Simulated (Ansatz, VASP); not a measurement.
InSe: VASP beside Ansatz

```xyz
8
Lattice="4.0059 0.0000 0.0000 -2.0029 3.4692 0.0000 0.0000 0.0000 17.0022" Properties=species:S:1:pos:R:3 pbc="T T T"
In    0.0000    2.3128    2.7800
In    2.0029    1.1564   11.2811
In    0.0000    2.3128    5.7211
In    2.0029    1.1564   14.2222
Se    0.0000    2.3128    9.9345
Se    2.0029    1.1564    1.4334
Se    0.0000    2.3128   15.5688
Se    2.0029    1.1564    7.0677
```

Change from the starting cell: mode 12 (107.6 1/cm) frozen in, largest displacement -0.150 Å.

Alike in both runs: task single point; functional PBEsol; k mesh 12 × 12 × 2; occupations gaussian, width 0.05 eV; no spin polarisation.

|  | VASP | Ansatz |
| --- | --- | --- |
| version | VASP 6.6.1 | Ansatz 0.2.0 |
| potentials or method | VASP PAW PBE potentials, release 64 (In_d, Se), cutoff 520 eV | scalar-relativistic, plane waves, PAW |
| valence electrons in the cell | 76 | 116 |

|  | VASP | Ansatz | Ansatz less VASP |
| --- | --- | --- | --- |
| gap on the k mesh at the Fermi level (eV) | 0.30 | 0.31 | +0.010 |
| least direct gap on the mesh (eV) | 0.31 | 0.32 | +0.011 |
| pressure (GPa) | -1.9 | -1.9 | -0.05 |
| traceless stress, the component that is largest in VASP (GPa) | -1.85 | -1.84 | +0.005 |
| rms of the force components (eV/Å) | 0.218 | 0.222 | +0.0039 |

VASP's potentials were made for PBE, not for PBEsol. Atom by atom the forces differ by 0.010 eV/Å (rms over components). VASP's potentials hold 76 valence electrons a cell and Ansatz's 116, so a difference there can come from the potentials and not from the codes.
